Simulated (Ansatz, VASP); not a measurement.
# Li2HfN2: VASP beside Ansatz

The input INCAR:

```
SYSTEM = Li2HfN2
  PREC = Accurate
  ENCUT = 520
  EDIFF = 1E-7
  ISMEAR = 0
  SIGMA = 0.05
  LREAL = .False.
  LASPH = .True.
  NELM = 60
  ALGO = Normal
  ISIF = 2
  LWAVE = .False.
  LCHARG = .False.
  NBANDS = 21
```

The input KPOINTS:

```
Automatic mesh
0
Gamma
  9 9 6
  0 0 0
```

POSCAR

```
Li2HfN2
1.0
    3.2371209533      0.0000000000      0.0000000000
   -1.6185604767      2.8034289807      0.0000000000
    0.0000000000      0.0000000000      5.4235951800
Li Hf N
2 1 2
Direct
    0.6666666667      0.3333333333      0.3827885700
    0.3333333333      0.6666666667      0.6172114300
    0.0000000000      0.0000000000     -0.0553138629
    0.6666666667      0.3333333333      0.7793848600
    0.3333333333      0.6666666667      0.2206151400
```

Input for Ansatz:

```yaml
crystal:
  lattice:
    - [3.2371209533, 0.0, 0.0]
    - [-1.6185604767, 2.8034289807, 0.0]
    - [0.0, 0.0, 5.42359518]
  atoms:
    - { symbol: Li, position: [0.6666666667, 0.3333333333, 0.38278857] }
    - { symbol: Li, position: [0.3333333333, 0.6666666667, 0.61721143] }
    - { symbol: Hf, position: [0.0, 0.0, -0.0553138629] }
    - { symbol: "N", position: [0.6666666667, 0.3333333333, 0.77938486] }
    - { symbol: "N", position: [0.3333333333, 0.6666666667, 0.22061514] }
basis:
  ecutwfc: 420
kpoints:
  mp_grid: { grid: [9, 9, 6] }
hamiltonian:
  xc: lda
scf:
  occupations: { method: gaussian, width: 0.05 }
output:
  forces: true
  stress: true
  eigenvalues: true
```

Alike in both runs: task single point; functional LDA; k mesh 9 × 9 × 6; occupations gaussian, width 0.05 eV; no spin polarisation.

|  | VASP | Ansatz |
| --- | --- | --- |
| version | VASP 6.6.1 | Ansatz 0.2.0 |
| potentials or method | VASP PAW LDA potentials, release 64 (Li_sv, Hf_pv, N), cutoff 520 eV | scalar-relativistic, plane waves, PAW |
| valence electrons in the cell | 26 | 42 |

|  | VASP | Ansatz | Ansatz less VASP |
| --- | --- | --- | --- |
| gap on the k mesh at the Fermi level (eV) | 0.97 | 0.97 | -0.004 |
| least direct gap on the mesh (eV) | 2.04 | 2.05 | +0.011 |
| rms of the force components (eV/Å) | 2.058 | 2.044 | -0.0138 |

LDA's correlation is that of Perdew and Zunger in VASP and of Perdew and Wang (1992) in Ansatz. Atom by atom the forces differ by 0.026 eV/Å (rms over components). VASP's potentials hold 26 valence electrons a cell and Ansatz's 42, so a difference there can come from the potentials and not from the codes.

Spin-orbit coupling is off throughout. Noted on VASP's run: the cutoff is short for stress, so the pressure is rough.
